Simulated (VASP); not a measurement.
Runs of VASP 6.6.1 on Pb. The structure is that of space group Fd-3m (No. 227), or close to it. The cells are those of the table. 

```tsv
cell	k mesh	gap on the mesh (eV)	pressure (GPa)
a = 4.626 Å, angles 60.0°, 2 atoms	9 × 9 × 9	none	5.8
a = 5.014 Å, angles 60.0°, 2 atoms	9 × 9 × 9	none	-2.9
a = 4.828 Å, angles 60.0°, 2 atoms	13 × 13 × 13	none	0.0
a = 4.695 Å, angles 60.0°, 2 atoms	9 × 9 × 9	none	(a)
a = 4.953 Å, angles 60.0°, 2 atoms	9 × 9 × 9	none	(b)
```

Alike in all rows: task single point; level LDA; potentials or basis VASP PAW LDA potentials, release 64 (Pb_d); no spin polarisation; cutoff (eV) 520; smearing fermi-dirac 0.1 eV.

Question: Estimate the missing entries.

Answer: (a) 3.4; (b) -2.1.

Caveats: spin-orbit coupling is left out, which moves the levels of the heavy elements.

A k mesh can miss the band edges, and the runs leave out spin-orbit coupling on Pb.

A gap of «none» marks levels without a gap at the run's occupations.
